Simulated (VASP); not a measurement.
# Pd (Fm-3m) in VASP: a series of runs

The runs below take Pd through single point, with LDA.

All numbers are computed with VASP 6.6.1; they aren't measurements. Logs are shortened: lines on timing, memory, paths and dates and some standing lists are left out, and cuts for length are marked.

### 1 The cell of the first run

The structure is cubic, space group Fm-3m (No. 225). The conventional cell has a = 3.841 Å, b = 3.841 Å, c = 3.841 Å, α = 90.00°, β = 90.00°, γ = 90.00°. Pd (site symmetry m-3m) has 12 Pd at 2.72 Å within 3.6 Å.

### 2 Single point, LDA, collinear spin, ferromagnetic start

The input, INCAR:

```
ALGO = Normal
EDIFF = 1E-7
ENCUT = 520
GGA = CA
ISIF = 2
ISMEAR = 0
ISPIN = 2
LASPH = True
LCHARG = False
LMAXMIX = 4
LORBIT = 11
LREAL = False
LWAVE = False
MAGMOM = 0.5
NBANDS = 15
NELM = 150
PREC = Accurate
SIGMA = 0.6
```

The input, KPOINTS:

```
k-points
0
Gamma
  14 14 14
```

The input, POSCAR:

```
Pd
1.0
    0.0000000000      1.9202771092      1.9202771092
    1.9202771092      0.0000000000      1.9202771092
    1.9202771092      1.9202771092      0.0000000000
Pd
1
Direct
    0.0000000000      0.0000000000      0.0000000000
```

Potentials or basis: VASP PAW LDA potentials, release 64 (Pd).

The run is started by

```sh
cat potpaw_LDA.64/Pd/POTCAR > POTCAR
mpirun -np 1 vasp_std > vasp.out
```

OUTCAR:

```text
EDIFF = 1E-7
   ENCUT = 520
   GGA = CA
   ISIF = 2
   ISMEAR = 0
   ISPIN = 2
   LASPH = True
   LORBIT = 11
   LREAL = False
   NELM = 150
   PREC = Accurate

 ion  position               nearest neighbor table
   1  0.000  0.000  0.000-

  LATTYP: Found a face centered cubic cell.
 ALAT       =     3.8405542184

  Lattice vectors:

 A1 = (   0.0000000000,   1.9202771092,   1.9202771092)
 A2 = (   1.9202771092,   0.0000000000,   1.9202771092)
 A3 = (   1.9202771092,   1.9202771092,   0.0000000000)

Analysis of symmetry for initial positions (statically):
[... 25 lines left out ...]
The dynamic configuration has the point symmetry O_h .

Analysis of structural, dynamic, and magnetic symmetry:
=====================================================================
 Subroutine PRICEL returns:
[... 7 lines left out ...]
 out of a pool of 48 trial point group operations.

The overall configuration has the point symmetry O_h .

 Subroutine INISYM returns: Found 48 space group operations
[... 5 lines left out ...]
                                     Primitive cell

  volume of cell :      14.1619

  direct lattice vectors                    reciprocal lattice vectors
     0.000000000  1.920277109  1.920277109    -0.260379087  0.260379087  0.260379087
     1.920277109  0.000000000  1.920277109     0.260379087 -0.260379087  0.260379087
     1.920277109  1.920277109  0.000000000     0.260379087  0.260379087 -0.260379087

  length of vectors
     2.715681931  2.715681931  2.715681931     0.450989807  0.450989807  0.450989807

  position of ions in fractional coordinates (direct lattice)
     0.000000000  0.000000000  0.000000000

  ion indices of the primitive-cell ions
   primitive index   ion index
                 1           1

----------------------------------------------------------------------------------------

 KPOINTS: k-points

Automatic generation of k-mesh.
 Grid dimensions read from file:
 generate k-points for:   14   14   14

 Generating k-lattice:

  Cartesian coordinates                     Fractional coordinates (reciprocal lattice)
    -0.018598506  0.018598506  0.018598506     0.071428571  0.000000000  0.000000000
     0.018598506 -0.018598506  0.018598506     0.000000000  0.071428571  0.000000000
     0.018598506  0.018598506 -0.018598506     0.000000000  0.000000000  0.071428571

  Length of vectors
     0.032213558  0.032213558  0.032213558

  Shift w.r.t. Gamma in fractional coordinates (k-lattice)
     0.000000000  0.000000000  0.000000000

 Subroutine IBZKPT returns following result:
 ===========================================

 Found    104 irreducible k-points:

 Following reciprocal coordinates:
            Coordinates               Weight
  0.000000  0.000000  0.000000      1.000000
  0.071429  0.000000  0.000000      8.000000
  0.142857  0.000000  0.000000      8.000000
  0.214286  0.000000  0.000000      8.000000
  0.285714  0.000000  0.000000      8.000000
  0.357143  0.000000  0.000000      8.000000
[... 16 lines left out ...]
  0.214286  0.142857  0.000000     24.000000
  0.285714  0.142857  0.000000     24.000000
 [... further k-points ...]
   k-points           NKPTS =    104   k-points in BZ     NKDIM =    104   number of bands    NBANDS=     15
   number of dos      NEDOS =    301   number of ions     NIONS =      1
   total plane-waves  NPLWV =   8000
   dimension x,y,z NGX =    20 NGY =   20 NGZ =   20
   dimension x,y,z NGXF=    40 NGYF=   40 NGZF=   40
   ions per type =               1
   NGX,Y,Z   is equivalent  to a cutoff of  12.24, 12.24, 12.24 a.u.
   NGXF,Y,Z  is equivalent  to a cutoff of  24.49, 24.49, 24.49 a.u.
 SYSTEM =  unknown system
   PREC   = accura    normal or accurate (medium, high low for compatibility)
   ISTART =      0    job   : 0-new  1-cont  2-samecut
   ICHARG =      2    charge: 1-file 2-atom 10-const
   ISPIN  =      2    spin polarized calculation?
   LNONCOLLINEAR =      F non collinear calculations
   LSORBIT =      F    spin-orbit coupling
   LASPH  =      T    aspherical Exc in radial PAW
   ENCUT  =  520.0 eV  38.22 Ry    6.18 a.u.   5.05  5.05  5.05*2*pi/ulx,y,z
   NELM   =    150;   NELMIN=  2; NELMDL= -5     # of ELM steps
   EDIFF  = 0.1E-06   stopping-criterion for ELM
   LREAL  =      F    real-space projection
   EDIFFG = 0.1E-05   stopping-criterion for IOM
   NSW    =      0    number of steps for IOM
   IBRION =     -1    ionic relax: 0-MD 1-quasi-New 2-CG
   NFREE  =      0    steps in history (QN), initial steepest desc. (CG)
   ISIF   =      2    stress and relaxation
   ISYM   =      2    0-nonsym 1-usesym 2-fastsym
   POTIM  = 0.5000    time-step for ionic-motion
   TEBEG  =    0.0;   TEEND  =   0.0 temperature during run
   PSTRESS=    0.0 pullay stress
   NELECT =      10.0000    total number of electrons
   NUPDOWN=      -1.0000    fix difference up-down
   EMIN   =  10.00;   EMAX   =-10.00  energy-range for DOS
   EFERMI =   0.00;   METHOD = LEGACY
   ISMEAR =     0;   SIGMA  =   0.60  broadening in eV -4-tet -1-fermi 0-gaus
   EFERMI_NEDOS =   21; number of points for ismear=-14 and -15
   IALGO  =     38    algorithm
   IMIX   =      4    mixing-type and parameters
     AMIX     =   0.40;   BMIX     =  1.00
     AMIX_MAG =   1.60;   BMIX_MAG =  1.00
  volume/ion in A,a.u.               =      14.16        95.57
  Fermi-wavevector in a.u.,A,eV,Ry     =   1.457810  2.754861 28.915238  2.125210
  Thomas-Fermi vector in A             =   2.574568
   LORBIT       =     11    0 simple, 1 ext, 2 COOP (PROOUT), +10 PAW based schemes
   GGA     = CA    functional components
   LHFCALC =     F    Hartree Fock is set to
   AEXX    =    0.0000 exact exchange contribution
   IVDW    =     0    specifies the selected vdW correction
   LEPSILON=     F    determine dielectric tensor
   LRPA    =     F    only Hartree local field effects (RPA)
 spin polarized calculation
 Gauss-broadening in eV      SIGMA  =   0.60
  energy-cutoff  :      520.00
  volume of cell :       14.16
 maximum number of plane-waves:       392
   NGX =  9   NGY =  9   NGZ =  9

 number of electron      10.0000005 magnetization      -0.0004318

 number of electron      10.0000005 magnetization       0.0001827

 Free energy of the ion-electron system (eV)
  ---------------------------------------------------
  ext. energy  EPLUGINS =         0.00000000
  ---------------------------------------------------
  free energy    TOTEN  =        -6.64082571 eV

  energy without entropy =       -6.40389425  energy(sigma->0) =       -6.52235998

 E-fermi :  10.4282     XC(G=0): -13.7688

 val. band max:       10.4094827091   @ k =   0.5000   0.2857   0.0000
 cond. band min:      10.4591144879   @ k =   0.3571   0.3571   0.0000
 fundamental gap:      0.0496317788
 Fermi energy:        10.4282362180

 spin component 1

 k-point     1 :       0.0000    0.0000    0.0000
  band No.  band energies     occupation
      1       2.7484      1.00000
      2       7.2422      1.00000
      3       7.2422      1.00000
      4       7.2422      1.00000
      5       8.9904      0.99965
      6       8.9904      0.99965
      7      27.4494      0.00000
      8      32.3959      0.00000
      9      32.3959      0.00000
     10      32.3959      0.00000
     11      35.9075      0.00000
     12      38.0360      0.00000
     13      41.6872      0.00000
     14      41.6872      0.00000
     15      41.6872      0.00000

 k-point     2 :       0.0714    0.0000    0.0000
  band No.  band energies     occupation
      1       2.9402      1.00000
      2       7.1717      1.00000
      3       7.3103      1.00000
      4       7.3103      1.00000
      5       8.9571      0.99974
      6       8.9571      0.99974
      7      27.6689      0.00000
      8      31.2519      0.00000
      9      32.6323      0.00000
     10      32.6323      0.00000
     11      35.9318      0.00000
     12      38.7932      0.00000
     13      40.9294      0.00000
     14      41.1017      0.00000
     15      41.1017      0.00000

 k-point     3 :       0.1429    0.0000    0.0000
  band No.  band energies     occupation
      1       3.4761      1.00000
      2       7.0224      1.00000
      3       7.4682      1.00000
      4       7.4682      1.00000
      5       8.9101      0.99983
      6       8.9101      0.99983
      7      28.0232      0.00000
      8      29.2337      0.00000
      9      33.2838      0.00000
     10      33.2838      0.00000
     11      35.9384      0.00000
     12      37.6037      0.00000
     13      39.6021      0.00000
     14      39.6021      0.00000
     15      42.9611      0.00000
[... 343 lines left out ...]
 k-point    23 :       0.2143    0.1429    0.0000
  band No.  band energies     occupation
      1       4.2860      1.00000
      2       6.4787      1.00000
      3       7.8208      1.00000
      4       7.9340      1.00000
      5       8.4792      1.00000
      6       9.3431      0.99473
      7      28.3921      0.00000
      8      29.2707      0.00000
      9      30.9993      0.00000
     10      31.8721      0.00000
     11      35.8506      0.00000
     12      37.8310      0.00000
     13      38.9109      0.00000
     14      39.4958      0.00000
     15      42.7420      0.00000

 k-point    24 :       0.2857    0.1429    0.0000
  band No.  band energies     occupation
      1       4.9122      1.00000
      2       6.4177      1.00000
      3       7.5660      1.00000
      4       8.0201      1.00000
      5       9.1270      0.99892
      6       9.6026      0.97417
      7      25.9622      0.00000
      8      29.1136      0.00000
      9      30.4761      0.00000
     10      32.2983      0.00000
     11      35.8365      0.00000
     12      37.3279      0.00000
     13      38.6774      0.00000
     14      39.3405      0.00000
     15      42.7218      0.00000

 [... further k-points ...]

 spin component 2

 k-point     1 :       0.0000    0.0000    0.0000
  band No.  band energies     occupation
      1       2.7485      1.00000
      2       7.2422      1.00000
      3       7.2422      1.00000
      4       7.2422      1.00000
      5       8.9904      0.99965
      6       8.9904      0.99965
      7      27.4494      0.00000
      8      32.3959      0.00000
      9      32.3959      0.00000
     10      32.3959      0.00000
     11      35.9078      0.00000
     12      38.0361      0.00000
     13      41.6873      0.00000
     14      41.6873      0.00000
     15      41.6873      0.00000

 k-point     2 :       0.0714    0.0000    0.0000
  band No.  band energies     occupation
      1       2.9403      1.00000
      2       7.1717      1.00000
      3       7.3103      1.00000
      4       7.3103      1.00000
      5       8.9572      0.99974
      6       8.9572      0.99974
      7      27.6689      0.00000
      8      31.2520      0.00000
      9      32.6324      0.00000
     10      32.6324      0.00000
     11      35.9321      0.00000
     12      38.7932      0.00000
     13      40.9294      0.00000
     14      41.1017      0.00000
     15      41.1017      0.00000

 k-point     3 :       0.1429    0.0000    0.0000
  band No.  band energies     occupation
      1       3.4762      1.00000
      2       7.0224      1.00000
      3       7.4683      1.00000
      4       7.4683      1.00000
      5       8.9102      0.99983
      6       8.9102      0.99983
      7      28.0233      0.00000
      8      29.2338      0.00000
      9      33.2838      0.00000
     10      33.2838      0.00000
     11      35.9386      0.00000
     12      37.6038      0.00000
     13      39.6021      0.00000
     14      39.6021      0.00000
     15      42.9612      0.00000
[... 343 lines left out ...]
 k-point    23 :       0.2143    0.1429    0.0000
  band No.  band energies     occupation
      1       4.2861      1.00000
      2       6.4787      1.00000
      3       7.8208      1.00000
      4       7.9341      1.00000
      5       8.4792      1.00000
      6       9.3431      0.99473
      7      28.3921      0.00000
      8      29.2707      0.00000
      9      30.9993      0.00000
     10      31.8721      0.00000
     11      35.8508      0.00000
     12      37.8310      0.00000
     13      38.9109      0.00000
     14      39.4958      0.00000
     15      42.7421      0.00000

 k-point    24 :       0.2857    0.1429    0.0000
  band No.  band energies     occupation
      1       4.9122      1.00000
      2       6.4177      1.00000
      3       7.5661      1.00000
      4       8.0201      1.00000
      5       9.1271      0.99892
      6       9.6027      0.97416
      7      25.9622      0.00000
      8      29.1137      0.00000
      9      30.4762      0.00000
     10      32.2984      0.00000
     11      35.8367      0.00000
     12      37.3280      0.00000
     13      38.6774      0.00000
     14      39.3406      0.00000
     15      42.7218      0.00000

 [... further k-points ...]
[... 5 lines left out ...]
  --------------------------------------------------------------------------------------
  -------------------------------------------------------------------------------------
  Total        0.1284845      0.1284845      0.1284845      0.0000000     -0.0000000     -0.0000000
  in kB       14.5358258     14.5358258     14.5358258      0.0000000     -0.0000000     -0.0000000
  external PRESSURE =      14.5358258 kB  Pullay stress =       0.0000000 kB

 VOLUME and BASIS-vectors are now :
 -----------------------------------------------------------------------------
  energy-cutoff  :      520.00
  volume of cell :       14.16
      direct lattice vectors                 reciprocal lattice vectors
     0.000000000  1.920277109  1.920277109    -0.260379087  0.260379087  0.260379087
     1.920277109  0.000000000  1.920277109     0.260379087 -0.260379087  0.260379087
     1.920277109  1.920277109  0.000000000     0.260379087  0.260379087 -0.260379087

 POSITION                                       TOTAL-FORCE (eV/Angst)
 -----------------------------------------------------------------------------------
      0.00000      0.00000      0.00000        -0.000000     -0.000000      0.000000
 -----------------------------------------------------------------------------------
    total drift:                                0.000000      0.000000      0.000000

  FREE ENERGIE OF THE ION-ELECTRON SYSTEM (eV)
  ---------------------------------------------------
  free  energy   TOTEN  =        -6.6408257095 eV

  energy  without entropy=       -6.4038942541  energy(sigma->0) =       -6.52235998

 total charge

# of ion       s       p       d       tot
------------------------------------------
    1        0.516   0.532   8.480   9.528

 magnetization (x)

# of ion       s       p       d       tot
------------------------------------------
    1        0.000   0.000   0.000   0.000
```

Wall time 16 s (1 thread of Intel Xeon 6975P-C (Granite Rapids), shared host); peak memory 0.14 GiB.

What came out:

* Free energy: -6.6408 eV
* Pressure: 1.5 GPa
* Band gap on the k mesh: zero (filled and empty bands overlap)
* Net moment: 0.00 μB per cell
* Valence electrons inside the program's atomic spheres: Pd 9.53

Levels at points of the mesh, in eV from the Fermi level:
Spin up:
```
           k point  band 3  band 4  band 5  band 6  band 7  band 8
(0.00, 0.00, 0.00)   -3.19   -3.19   -1.44   -1.44   17.02   21.97
(0.50, 0.00, 0.00)   -3.24   -0.14   -0.14    0.73    7.46   16.40
(0.50, 0.50, 0.00)   -0.17    0.20    0.20    3.13   11.02   13.16
```
Spin down:
```csv
k point,band 1,band 2,band 3,band 4,band 5,band 6,band 7,band 8,band 9,band 10
"(0.00, 0.00, 0.00)",-7.68,-3.19,-3.19,-3.19,-1.44,-1.44,17.02,21.97,21.97,21.97
"(0.50, 0.00, 0.00)",-5.81,-3.24,-3.24,-0.14,-0.14,0.73,7.46,16.40,21.19,21.19
"(0.50, 0.50, 0.00)",-5.92,-5.61,-0.17,0.20,0.20,3.13,11.02,13.16,13.16,21.99
```

(Continued in part 2 of 2.)
